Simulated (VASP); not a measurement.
# AlCu3 (I4mm) in VASP: further runs

AlCu3 is run at these levels: PBEsol; tasks: single point.

Everything below comes from runs of VASP 6.6.1. Logs are shortened: lines on timing, memory, paths and dates and some standing lists are left out, and cuts for length are marked.

## (1) The cell of the first run

It takes space group I4mm (No. 107, tetragonal). The conventional cell has a = 4.078 Å, b = 4.078 Å, c = 5.767 Å, α = 90.00°, β = 90.00°, γ = 90.00°. Within 3.2 Å of Al (site symmetry 4mm) lie 14 Cu at 2.43 to 2.98 Å. Within 3.3 Å of Cu (site symmetry 4mm) lie 8 Cu at 2.48 to 2.51 Å and 6 Al at 2.79 to 2.98 Å. Within 3.2 Å of Cu (site symmetry 2mm) lie 4 Al at 2.43 to 2.57 Å and 10 Cu at 2.48 to 2.88 Å.

## (2) Single point, PBEsol (atoms displaced along a vibrational mode)

Input file INCAR:

```
PREC = Accurate ; ENCUT = 520
EDIFF = 1E-7 ; ISMEAR = 0
SIGMA = 0.15 ; LREAL = F
LASPH = T ; NELM = 80
ALGO = Fast ; ISIF = 2
LWAVE = F ; LCHARG = T
GGA = PS ; LELF = T
LVHAR = T ; NBANDS = 26
```

Input file KPOINTS:

```
regular mesh
0
Gamma
  14 14 14
```

Input file POSCAR:

```
AlCu3
1.0
    0.0000000000      2.8834704780      2.8834704780
    2.8834704780      0.0000000000      2.8834704780
    2.8834704780      2.8834704780      0.0000000000
Al Cu
1 3
Direct
    0.0173402157     -0.0173402157     -0.0173402157
    0.5010893806      0.4989106194      0.4989106194
    0.2457739946      0.2542260054      0.2542260054
    0.7457739946      0.7542260054      0.7542260054
```

Potentials or basis: VASP PAW PBE potentials, release 64 (Al, Cu).

The run is started by

```
> cat potpaw_PBE.64/Al/POTCAR potpaw_PBE.64/Cu/POTCAR > POTCAR
> mpirun -np 1 vasp_std > vasp.out
```

OUTCAR:

```text
PREC = Accurate
   ENCUT = 520
   EDIFF = 1E-7
   ISMEAR = 0
   LREAL = F
   LASPH = T
   NELM = 80
   ISIF = 2
   GGA = PS

 ion  position               nearest neighbor table
   1  0.017  0.983  0.983-   4 2.43   4 2.43   3 2.43   3 2.43   4 2.57   4 2.57   3 2.57   3 2.57
                             2 2.79   2 2.88   2 2.88   2 2.88   2 2.88   2 2.98
   2  0.501  0.499  0.499-   4 2.48   3 2.48   3 2.48   4 2.48   4 2.51   3 2.51   3 2.51   4 2.51
                             1 2.79   1 2.88   1 2.88   1 2.88   1 2.88   1 2.98
   3  0.246  0.254  0.254-   1 2.43   1 2.43   2 2.48   2 2.48   2 2.51   2 2.51   1 2.57   1 2.57

   4  0.746  0.754  0.754-   1 2.43   1 2.43   2 2.48   2 2.48   2 2.51   2 2.51   1 2.57   1 2.57

  LATTYP: Found a face centered cubic cell.
 ALAT       =     5.7669409560

  Lattice vectors:

 A1 = (   0.0000000000,   2.8834704780,   2.8834704780)
 A2 = (   2.8834704780,   0.0000000000,   2.8834704780)
 A3 = (   2.8834704780,   2.8834704780,   0.0000000000)

Analysis of symmetry for initial positions (statically):
=====================================================================
 Subroutine PRICEL returns:
 Original cell was already a primitive cell.

 Routine SETGRP: Setting up the symmetry group for a
 face centered cubic supercell.

 Subroutine GETGRP returns: Found  8 space group operations
 (whereof  8 operations were pure point group operations)
 out of a pool of 48 trial point group operations.

The static configuration has the point symmetry C_4v.

Analysis of symmetry for dynamics (positions and initial velocities):
=====================================================================
 Subroutine PRICEL returns:
 Original cell was already a primitive cell.

 Routine SETGRP: Setting up the symmetry group for a
 face centered cubic supercell.

 Subroutine GETGRP returns: Found  8 space group operations
 (whereof  8 operations were pure point group operations)
 out of a pool of 48 trial point group operations.

The dynamic configuration has the point symmetry C_4v.

 Subroutine INISYM returns: Found  8 space group operations
 (whereof  8 operations are pure point group operations),
 and found     1 'primitive' translations

----------------------------------------------------------------------------------------

                                     Primitive cell

  volume of cell :      47.9487

  direct lattice vectors                    reciprocal lattice vectors
     0.000000000  2.883470478  2.883470478    -0.173402157  0.173402157  0.173402157
     2.883470478  0.000000000  2.883470478     0.173402157 -0.173402157  0.173402157
     2.883470478  2.883470478  0.000000000     0.173402157  0.173402157 -0.173402157

  length of vectors
     4.077843057  4.077843057  4.077843057     0.300341346  0.300341346  0.300341346

  position of ions in fractional coordinates (direct lattice)
     0.017340216  0.982659784  0.982659784
     0.501089381  0.498910619  0.498910619
     0.245773995  0.254226005  0.254226005
     0.745773995  0.754226005  0.754226005

  ion indices of the primitive-cell ions
   primitive index   ion index
                 1           1
                 2           2
                 3           3
                 4           4

----------------------------------------------------------------------------------------

 KPOINTS: regular mesh

Automatic generation of k-mesh.
 Grid dimensions read from file:
 generate k-points for:   14   14   14

 Generating k-lattice:

  Cartesian coordinates                     Fractional coordinates (reciprocal lattice)
    -0.012385868  0.012385868  0.012385868     0.071428571  0.000000000  0.000000000
     0.012385868 -0.012385868  0.012385868     0.000000000  0.071428571  0.000000000
     0.012385868  0.012385868 -0.012385868     0.000000000  0.000000000  0.071428571

  Length of vectors
     0.021452953  0.021452953  0.021452953

  Shift w.r.t. Gamma in fractional coordinates (k-lattice)
     0.000000000  0.000000000  0.000000000

 Subroutine IBZKPT returns following result:
 ===========================================

 Found    244 irreducible k-points:

 Following reciprocal coordinates:
            Coordinates               Weight
  0.000000  0.000000  0.000000      1.000000
  0.071429  0.000000  0.000000      8.000000
  0.142857  0.000000  0.000000      8.000000
  0.214286  0.000000  0.000000      8.000000
  0.285714  0.000000  0.000000      8.000000
  0.357143  0.000000  0.000000      8.000000
[... 16 lines left out ...]
 -0.428571  0.071429  0.000000     16.000000
  0.000000 -0.428571  0.071429      8.000000
 [... further k-points ...]
   k-points           NKPTS =    244   k-points in BZ     NKDIM =    244   number of bands    NBANDS=     26
   number of dos      NEDOS =    301   number of ions     NIONS =      4
   total plane-waves  NPLWV =  27000
   dimension x,y,z NGX =    30 NGY =   30 NGZ =   30
   dimension x,y,z NGXF=    60 NGYF=   60 NGZF=   60
   ions per type =               1   3
   NGX,Y,Z   is equivalent  to a cutoff of  12.23, 12.23, 12.23 a.u.
   NGXF,Y,Z  is equivalent  to a cutoff of  24.46, 24.46, 24.46 a.u.
 SYSTEM =  unknown system
   PREC   = accura    normal or accurate (medium, high low for compatibility)
   ISTART =      0    job   : 0-new  1-cont  2-samecut
   ICHARG =      2    charge: 1-file 2-atom 10-const
   ISPIN  =      1    spin polarized calculation?
   LNONCOLLINEAR =      F non collinear calculations
   LSORBIT =      F    spin-orbit coupling
   LASPH  =      T    aspherical Exc in radial PAW
   ENCUT  =  520.0 eV  38.22 Ry    6.18 a.u.   7.58  7.58  7.58*2*pi/ulx,y,z
   NELM   =     80;   NELMIN=  2; NELMDL= -5     # of ELM steps
   EDIFF  = 0.1E-06   stopping-criterion for ELM
   LREAL  =      F    real-space projection
   EDIFFG = 0.1E-05   stopping-criterion for IOM
   NSW    =      0    number of steps for IOM
   IBRION =     -1    ionic relax: 0-MD 1-quasi-New 2-CG
   NFREE  =      0    steps in history (QN), initial steepest desc. (CG)
   ISIF   =      2    stress and relaxation
   ISYM   =      2    0-nonsym 1-usesym 2-fastsym
   POTIM  = 0.5000    time-step for ionic-motion
   TEBEG  =    0.0;   TEEND  =   0.0 temperature during run
   PSTRESS=    0.0 pullay stress
   NELECT =      36.0000    total number of electrons
   NUPDOWN=      -1.0000    fix difference up-down
   EMIN   =  10.00;   EMAX   =-10.00  energy-range for DOS
   EFERMI =   0.00;   METHOD = LEGACY
   ISMEAR =     0;   SIGMA  =   0.15  broadening in eV -4-tet -1-fermi 0-gaus
   EFERMI_NEDOS =   21; number of points for ismear=-14 and -15
   IALGO  =     68    algorithm
   IMIX   =      4    mixing-type and parameters
     AMIX     =   0.40;   BMIX     =  1.00
     AMIX_MAG =   1.60;   BMIX_MAG =  1.00
  volume/ion in A,a.u.               =      11.99        80.89
  Fermi-wavevector in a.u.,A,eV,Ry     =   1.487933  2.811786 30.122561  2.213946
  Thomas-Fermi vector in A             =   2.601032
   LORBIT       =      0    0 simple, 1 ext, 2 COOP (PROOUT), +10 PAW based schemes
   GGA     = PS    functional components
   LHFCALC =     F    Hartree Fock is set to
   AEXX    =    0.0000 exact exchange contribution
   IVDW    =     0    specifies the selected vdW correction
   LEPSILON=     F    determine dielectric tensor
   LRPA    =     F    only Hartree local field effects (RPA)
 non-spin polarized calculation
 RMM-DIIS sequential band-by-band and
 Gauss-broadening in eV      SIGMA  =   0.15
  energy-cutoff  :      520.00
  volume of cell :       47.95
 maximum number of plane-waves:      1309
   NGX = 15   NGY = 15   NGZ = 15

 number of electron      35.9999993 magnetization

 Free energy of the ion-electron system (eV)
  ---------------------------------------------------
  ext. energy  EPLUGINS =         0.00000000
  ---------------------------------------------------
  free energy    TOTEN  =       -17.67470558 eV

  energy without entropy =      -17.66184414  energy(sigma->0) =      -17.66827486

 E-fermi :   8.6417     XC(G=0): -12.4952

 val. band max:        8.6363361582   @ k =   0.0714   0.5000   0.2143
 cond. band min:       8.6444475603   @ k =   0.2857   0.1429   0.0714
 fundamental gap:      0.0081114021
 Fermi energy:         8.6417068464

 k-point     1 :       0.0000    0.0000    0.0000
  band No.  band energies     occupation
      1      -2.0659      2.00000
      2       3.7839      2.00000
      3       3.8404      2.00000
      4       3.9354      2.00000
      5       3.9354      2.00000
      6       3.9903      2.00000
[... 18 lines left out ...]
     25      15.3985      0.00000
     26      15.4275      0.00000

 k-point     2 :       0.0714    0.0000    0.0000
  band No.  band energies     occupation
      1      -1.9948      2.00000
      2       3.7740      2.00000
      3       3.8186      2.00000
      4       3.9152      2.00000
      5       3.9882      2.00000
      6       4.0223      2.00000
[... 18 lines left out ...]
     25      15.1963      0.00000
     26      15.3249      0.00000

 k-point     3 :       0.1429    0.0000    0.0000
  band No.  band energies     occupation
      1      -1.7826      2.00000
      2       3.7533      2.00000
      3       3.8046      2.00000
      4       3.8521      2.00000
      5       4.0912      2.00000
      6       4.1105      2.00000
[... 18 lines left out ...]
     25      14.9528      0.00000
     26      15.5450      0.00000

 k-point     4 :       0.2143    0.0000    0.0000
  band No.  band energies     occupation
      1      -1.4331      2.00000
      2       3.6445      2.00000
      3       3.8192      2.00000
      4       3.8254      2.00000
      5       4.2102      2.00000
      6       4.2223      2.00000
[... 18 lines left out ...]
     25      15.3888      0.00000
     26      16.2633      0.00000

 k-point     5 :       0.2857    0.0000    0.0000
  band No.  band energies     occupation
      1      -0.9528      2.00000
      2       3.3337      2.00000
      3       3.8594      2.00000
      4       3.8608      2.00000
      5       4.3248      2.00000
      6       4.3314      2.00000
[... 18 lines left out ...]
     25      16.2544      0.00000
     26      17.2420      0.00000

 k-point     6 :       0.3571    0.0000    0.0000
  band No.  band energies     occupation
      1      -0.3535      2.00000
      2       2.7613      2.00000
      3       3.9130      2.00000
      4       3.9155      2.00000
      5       4.3999      2.00000
      6       4.4127      2.00000
[... 427 lines left out ...]
 k-point    21 :       0.5000    0.0714    0.0000
  band No.  band energies     occupation
      1       0.8539      2.00000
      2       1.5703      2.00000
      3       3.9186      2.00000
      4       4.0145      2.00000
      5       4.3653      2.00000
      6       4.4609      2.00000
[... 18 lines left out ...]
     25      19.0510      0.00000
     26      20.6044      0.00000

 k-point    22 :       0.0000    0.5000    0.0714
  band No.  band energies     occupation
      1       0.8524      2.00000
      2       1.5717      2.00000
      3       3.9220      2.00000
      4       4.0107      2.00000
      5       4.3711      2.00000
      6       4.4610      2.00000
[... 18 lines left out ...]
     25      19.0496      0.00000
     26      20.5236      0.00000

 k-point    23 :      -0.4286    0.0714    0.0000
  band No.  band energies     occupation
      1       0.6313      2.00000
      2       1.8028      2.00000
      3       3.9377      2.00000
      4       3.9814      2.00000
      5       4.3559      2.00000
      6       4.4732      2.00000
[... 18 lines left out ...]
     25      18.5669      0.00000
     26      20.0531      0.00000

 k-point    24 :       0.0000   -0.4286    0.0714
  band No.  band energies     occupation
      1       0.6321      2.00000
      2       1.8017      2.00000
      3       3.9412      2.00000
      4       3.9777      2.00000
      5       4.3611      2.00000
      6       4.4765      2.00000
[... 18 lines left out ...]
     25      18.5627      0.00000
     26      20.0458      0.00000

 [... further k-points ...]

------------------------ aborting loop because EDIFF is reached ----------------------------------------

  FORCE on cell =-STRESS in cart. coord.  units (eV):
  Direction    XX          YY          ZZ          XY          YZ          ZX
  --------------------------------------------------------------------------------------
  -------------------------------------------------------------------------------------
  Total        0.2552017      0.3935400      0.3935400      0.0000000      0.0000000      0.0000000
  in kB        8.5274202     13.1499139     13.1499139      0.0000000      0.0000000      0.0000000
  external PRESSURE =      11.6090826 kB  Pullay stress =       0.0000000 kB

 VOLUME and BASIS-vectors are now :
 -----------------------------------------------------------------------------
  energy-cutoff  :      520.00
  volume of cell :       47.95
      direct lattice vectors                 reciprocal lattice vectors
     0.000000000  2.883470478  2.883470478    -0.173402157  0.173402157  0.173402157
     2.883470478  0.000000000  2.883470478     0.173402157 -0.173402157  0.173402157
     2.883470478  2.883470478  0.000000000     0.173402157  0.173402157 -0.173402157

 POSITION                                       TOTAL-FORCE (eV/Angst)
 -----------------------------------------------------------------------------------
      5.66694      2.88347      2.88347         0.883896      0.000000      0.000000
      2.87719      2.88347      2.88347         0.124464      0.000000      0.000000
      1.46611      1.44174      1.44174        -0.504180     -0.000000     -0.000000
      4.34958      4.32521      4.32521        -0.504180      0.000000      0.000000
 -----------------------------------------------------------------------------------
    total drift:                               -0.000001     -0.000004     -0.000004

  FREE ENERGIE OF THE ION-ELECTRON SYSTEM (eV)
  ---------------------------------------------------
  free  energy   TOTEN  =       -17.6747055842 eV

  energy  without entropy=      -17.6618441427  energy(sigma->0) =      -17.66827486
```

Wall time 3.4 min (1 thread of Intel Xeon 6975P-C (Granite Rapids), shared host); peak memory 0.35 GiB.

What came out:

```
Free energy            : -17.6747 eV
Pressure               : 1.2 GPa
Largest force          : 0.884 eV/Å
Band gap on the k mesh : zero (bands 18 and 19 overlap by 5.73 eV)
```

Forces on the atoms (eV/Å):
```
Al   0.884  0.000  0.000
Cu   0.124  0.000  0.000
Cu  -0.504  0.000  0.000
Cu  -0.504  0.000  0.000
```

Stress tensor (GPa, compression positive):
```
0.85 0.00 0.00
0.00 1.31 0.00
0.00 0.00 1.31
```

Caveat: the cell differs from its parent crystal (atoms displaced along a vibrational mode); the PAW data sets were made with another functional, which shifts forces and pressure a little.

## (3) Single point, PBEsol (atoms displaced along a vibrational mode)

Input file INCAR:

```
ALGO     = Fast           # electronic algorithm
EDIFF    = 1E-6           # SCF threshold, eV
ENCUT    = 520            # plane-wave cutoff, eV
GGA      = PS             # functional
ISIF     = 2              # what is computed and relaxed
ISMEAR   = 0              # smearing method
LASPH    = True           # aspherical terms in the spheres
LCHARG   = True           # write CHGCAR
LELF     = True           # ELF
LREAL    = False          # projectors in reciprocal space
LVHAR    = True         
LWAVE    = False          # write WAVECAR
NBANDS   = 26             # bands
NELM     = 80             # most SCF steps
PREC     = Accurate       # precision mode
SIGMA    = 0.15           # smearing width, eV
```

Input file KPOINTS:

```
k-points
0
Gamma
  14 14 14
```

Input file POSCAR:

```
AlCu3
1.0
    0.0000000000      2.8834704780      2.8834704780
    2.8834704780      0.0000000000      2.8834704780
    2.8834704780      2.8834704780      0.0000000000
Al Cu
1 3
Direct
   -0.0086701078      0.0086701078      0.0086701078
    0.4994553097      0.5005446903      0.5005446903
    0.2521130027      0.2478869973      0.2478869973
    0.7521130027      0.7478869973      0.7478869973
```

Potentials or basis: VASP PAW PBE potentials, release 64 (Al, Cu).

The run is started by

```
> cat potpaw_PBE.64/Al/POTCAR potpaw_PBE.64/Cu/POTCAR > POTCAR
> mpirun -np 1 vasp_std > vasp.out
```

Run time: 3 min. Hardware: 1 thread of Intel Xeon 6975P-C (Granite Rapids), shared host; peak memory 0.35 GiB.

The run converged. Its results:

- Free energy: -17.7174 eV
- Pressure: 0.8 GPa
- Largest force: 0.442 eV/Å
- Band gap on the k mesh: zero (bands 18 and 19 overlap by 5.83 eV)

Forces in eV/Å, atoms in the order of the input:
```
Al  -0.442  0.000  0.000
Cu  -0.063  0.000  0.000
Cu   0.252  0.000  0.000
Cu   0.252  0.000  0.000
```

Stress tensor (GPa, compression positive):
```
0.74 0.00 0.00
0.00 0.85 0.00
0.00 0.00 0.85
```

Levels at points of the mesh, in eV from the Fermi level:
```csv
k point,band 16,band 17,band 18,band 19,band 20,band 21
"(0.00, 0.00, 0.00)",-2.55,3.66,3.66,3.71,4.11,4.16
"(0.50, 0.00, 0.00)",-2.50,-2.22,2.61,2.61,2.90,2.90
"(0.50, 0.50, 0.00)",-2.37,-2.22,-2.22,-2.17,1.94,2.31
"(0.00, 0.50, 0.50)",-2.37,-2.21,-2.21,-2.17,1.94,2.31
```

Caveat: the cell differs from its parent crystal (atoms displaced along a vibrational mode); the PAW data sets were made with another functional, which shifts forces and pressure a little.
